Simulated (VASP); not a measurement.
# Ge in VASP: single point with PBE+D3(BJ)

Aim: the single point of Ge with PBE+D3(BJ).

All numbers are computed with VASP 6.6.1; they aren't measurements. Logs are shortened: lines on timing, memory, paths and dates and some standing lists are left out, and cuts for length are marked.

## Step 1: The cell of the first run

The cell holds a slab with vacuum, 6 atoms: a = 6.965 Å, b = 6.965 Å, c = 23.750 Å, α = 90.00°, β = 90.00°, γ = 120.00°.

## Step 2: Single point, PBE+D3(BJ)

INCAR

```
SYSTEM = Ge
  ALGO = Normal
  DIPOL = 0.5 0.5 0.650
  EDIFF = 1E-6
  ENCUT = 410
  GGA = PE
  GGA_COMPAT = .False.
  IDIPOL = 3
  ISIF = 2
  ISMEAR = 0
  IVDW = 12
  LASPH = .True.
  LCHARG = .True.
  LDIPOL = .True.
  LELF = .True.
  LREAL = .False.
  LVACPOTAV = .True.
  LVHAR = .True.
  LWAVE = .False.
  NBANDS = 51
  NELM = 120
  NELMDL = -8
  PREC = Accurate
  SIGMA = 0.04
```

KPOINTS

```
k-points
0
Gamma
  6 6 1
  0 0 0
```

POSCAR

```
Ge
1.0
    0.0000000000      6.9649091446      0.0000000000
   -6.0317882543     -3.4824545723      0.0000000000
    0.0000000000      0.0000000000     23.7502739144
Ge
6
Direct
    0.5238095490      0.9047619804      0.6307730778
    0.1904762157      0.2380953137      0.6278167829
    0.8571428824      0.5714286471      0.6375431162
    0.1948317579      0.5704038553      0.6680378036
    0.8581676742      0.9101423144      0.6680378036
    0.5184292150      0.2337397716      0.6680378036
```

Potentials or basis: VASP PAW PBE potentials, release 64 (Ge_d).

Run with:

```sh
cat potpaw_PBE.64/Ge_d/POTCAR > POTCAR
mpirun -np 1 vasp_std > vasp.out
```

OUTCAR:

```text
SYSTEM = Ge
   EDIFF = 1E-6
   ENCUT = 410
   GGA = PE
   ISIF = 2
   ISMEAR = 0
   IVDW = 12
   LASPH = .True.
   LREAL = .False.
   NELM = 120
   NELMDL = -8
   PREC = Accurate
 IVDW          = 12

 ion  position               nearest neighbor table
   1  0.524  0.905  0.631-   4 2.47   5 2.47   6 2.47
   2  0.190  0.238  0.628-   6 2.49   5 2.49   4 2.49
   3  0.857  0.571  0.638-   4 2.46   5 2.46   6 2.46
   4  0.195  0.570  0.668-   3 2.46   1 2.47   2 2.49
   5  0.858  0.910  0.668-   3 2.46   1 2.47   2 2.49
   6  0.518  0.234  0.668-   3 2.46   1 2.47   2 2.49

  LATTYP: Found a hexagonal cell.
 ALAT       =     6.9649091446
 C/A-ratio  =     3.4099904853

  Lattice vectors:

 A1 = (   0.0000000000,   6.9649091446,   0.0000000000)
 A2 = (  -6.0317882543,  -3.4824545723,   0.0000000000)
 A3 = (   0.0000000000,   0.0000000000,  23.7502739144)

Analysis of symmetry for initial positions (statically):
=====================================================================
 Subroutine PRICEL returns:
 Original cell was already a primitive cell.

 Routine SETGRP: Setting up the symmetry group for a
 hexagonal supercell.

 Subroutine GETGRP returns: Found  3 space group operations
 (whereof  1 operations were pure point group operations)
 out of a pool of 24 trial point group operations.

The static configuration has the point symmetry C_1 .
 The point group associated with its full space group is C_3 .

Analysis of symmetry for dynamics (positions and initial velocities):
=====================================================================
 Subroutine PRICEL returns:
 Original cell was already a primitive cell.

 Routine SETGRP: Setting up the symmetry group for a
 hexagonal supercell.

 Subroutine GETGRP returns: Found  3 space group operations
 (whereof  1 operations were pure point group operations)
 out of a pool of 24 trial point group operations.

The dynamic configuration has the point symmetry C_1 .
 The point group associated with its full space group is C_3 .

 Subroutine INISYM returns: Found  3 space group operations
 (whereof  1 operations are pure point group operations),
 and found     1 'primitive' translations

----------------------------------------------------------------------------------------
[... 88 lines left out ...]
   IBRION =     -1    ionic relax: 0-MD 1-quasi-New 2-CG
   NFREE  =      0    steps in history (QN), initial steepest desc. (CG)
   ISIF   =      2    stress and relaxation
   ISYM   =      2    0-nonsym 1-usesym 2-fastsym
   POTIM  = 0.5000    time-step for ionic-motion
   TEBEG  =    0.0;   TEEND  =   0.0 temperature during run
   PSTRESS=    0.0 pullay stress
   NELECT =      84.0000    total number of electrons
   NUPDOWN=      -1.0000    fix difference up-down
   EMIN   =  10.00;   EMAX   =-10.00  energy-range for DOS
   EFERMI =   0.00;   METHOD = LEGACY
   ISMEAR =     0;   SIGMA  =   0.04  broadening in eV -4-tet -1-fermi 0-gaus
   EFERMI_NEDOS =   21; number of points for ismear=-14 and -15
   IALGO  =     38    algorithm
   IMIX   =      4    mixing-type and parameters
     AMIX     =   0.40;   BMIX     =  1.00
     AMIX_MAG =   1.60;   BMIX_MAG =  1.00
  volume/ion in A,a.u.               =     166.29      1122.21
  Fermi-wavevector in a.u.,A,eV,Ry     =   0.717504  1.355887  7.004449  0.514812
  Thomas-Fermi vector in A             =   1.806201
   LORBIT       =      0    0 simple, 1 ext, 2 COOP (PROOUT), +10 PAW based schemes
   GGA     = PE    functional components
   LHFCALC =     F    Hartree Fock is set to
   AEXX    =    0.0000 exact exchange contribution
   IVDW    =    12    specifies the selected vdW correction
   LEPSILON=     F    determine dielectric tensor
   LRPA    =     F    only Hartree local field effects (RPA)
 non-spin polarized calculation
 Gauss-broadening in eV      SIGMA  =   0.04
  energy-cutoff  :      410.00
  volume of cell :      997.77
 maximum number of plane-waves:     18859
 NGX is ok and might be reduce to    48
   NGX = 23   NGY = 23   NGZ = 79

 dipolmoment           0.000000      0.000000      0.000000 electrons x Angstroem

 number of electron      84.0000058 magnetization

 dipolmoment           0.000000      0.000000     -0.001750 electrons x Angstroem

 Free energy of the ion-electron system (eV)
  ---------------------------------------------------
  ext. energy  EPLUGINS =         0.00000000
  ---------------------------------------------------
  free energy    TOTEN  =       -24.03231207 eV

  energy without entropy =      -24.03167264  energy(sigma->0) =      -24.03199236

 E-fermi :  -3.1865     XC(G=0):  -1.9658

 val. band max:       -3.2213717492   @ k =   0.0000   0.0000   0.0000
 cond. band min:      -3.1411238521   @ k =   0.0000   0.0000   0.0000
 fundamental gap:      0.0802478972
 Fermi energy:        -3.1864888709

 k-point     1 :       0.0000    0.0000    0.0000
  band No.  band energies     occupation
      1     -27.5442      2.00000
      2     -27.5442      2.00000
      3     -27.5403      2.00000
      4     -27.5224      2.00000
      5     -27.5224      2.00000
      6     -27.5147      2.00000
[... 421 lines left out ...]
     50       1.3824      0.00000
     51       1.4256      0.00000

------------------------ aborting loop because EDIFF is reached ----------------------------------------

 Edisp (eV)   -0.92485

 E8    (eV) :    -0.4424

  FORCE on cell =-STRESS in cart. coord.  units (eV):
  Direction    XX          YY          ZZ          XY          YZ          ZX
  --------------------------------------------------------------------------------------
  -------------------------------------------------------------------------------------
  Total      -1.96055    -1.96055    -2.09877     0.00000     0.00000    -0.00000
  in kB      -3.14818    -3.14818    -3.37012     0.00000     0.00000    -0.00000
  external pressure =       -3.22 kB  Pullay stress =        0.00 kB

 VOLUME and BASIS-vectors are now :
 -----------------------------------------------------------------------------
  energy-cutoff  :      410.00
  volume of cell :      997.77
      direct lattice vectors                 reciprocal lattice vectors
     0.000000000  6.964909145  0.000000000    -0.082894157  0.143576891  0.000000000
    -6.031788254 -3.482454572  0.000000000    -0.165788313  0.000000000  0.000000000
     0.000000000  0.000000000 23.750273914     0.000000000  0.000000000  0.042104778

 POSITION                                       TOTAL-FORCE (eV/Angst)
 -----------------------------------------------------------------------------------
     -5.45733      0.49749     14.98103         0.000000     -0.000000      0.677289
     -1.43614      0.49749     14.91082         0.000000     -0.000000      0.824864
     -3.44674      3.97995     15.14182         0.000000     -0.000000      0.509280
     -3.44056     -0.62942     15.86608         0.056030      0.024875     -0.670478
     -5.48979      2.80753     15.86608        -0.049557      0.036086     -0.670478
     -1.40987      2.79682     15.86608        -0.006473     -0.060960     -0.670478
 -----------------------------------------------------------------------------------
    total drift:                               -0.000069     -0.000259      0.011111

  FREE ENERGIE OF THE ION-ELECTRON SYSTEM (eV)
  ---------------------------------------------------
  free  energy   TOTEN  =       -24.9571586214 eV

  energy  without entropy=      -24.9565191902  energy(sigma->0) =      -24.95683891

 vacuum level on the upper side and lower side of the slab         1.216         1.224
```

OSZICAR:

```text
N       E                     dE             d eps       ncg     rms          rms(c)
DAV:   1     0.538945904128E+03    0.53895E+03   -0.38297E+04  1008   0.155E+03
DAV:   2     0.480993762355E+02   -0.49085E+03   -0.48155E+03  1120   0.328E+02
DAV:   3    -0.211780177414E+02   -0.69277E+02   -0.68870E+02  1185   0.148E+02
DAV:   4    -0.244834401512E+02   -0.33054E+01   -0.32894E+01   927   0.390E+01
[... 18 lines left out ...]
DAV:  23    -0.240322620763E+02   -0.36641E-04   -0.17408E-06   643   0.289E-02    0.108E-03
DAV:  24    -0.240322953199E+02   -0.33244E-04   -0.15712E-06   650   0.201E-02    0.411E-04
DAV:  25    -0.240323082236E+02   -0.12904E-04   -0.82270E-07   651   0.945E-03    0.382E-04
DAV:  26    -0.240323113773E+02   -0.31537E-05   -0.40164E-07   598   0.922E-03    0.287E-04
DAV:  27    -0.240323120743E+02   -0.69697E-06   -0.78573E-08   587   0.639E-03
   1 F= -.24957159E+02 E0= -.24956839E+02  d E =-.639431E-03
```

Wall time 8.2 min (1 thread of Oxide Virtual Turin-like, shared host); peak memory 0.79 GiB.

Results:

```yaml
Free_energy: -24.9572 eV
Largest_force: 0.825 eV/Å
Band_gap_on_the_k_mesh: 0.08 eV
Dispersion_energy_per_atom: -0.154 eV
```

Forces on the atoms (eV/Å):
```
Ge   0.000  0.000  0.677
Ge   0.000  0.000  0.825
Ge   0.000  0.000  0.509
Ge   0.056  0.025 -0.670
Ge  -0.050  0.036 -0.670
Ge  -0.006 -0.061 -0.670
```

Caveat: semilocal functionals underestimate gaps, and a narrow one can read as zero.
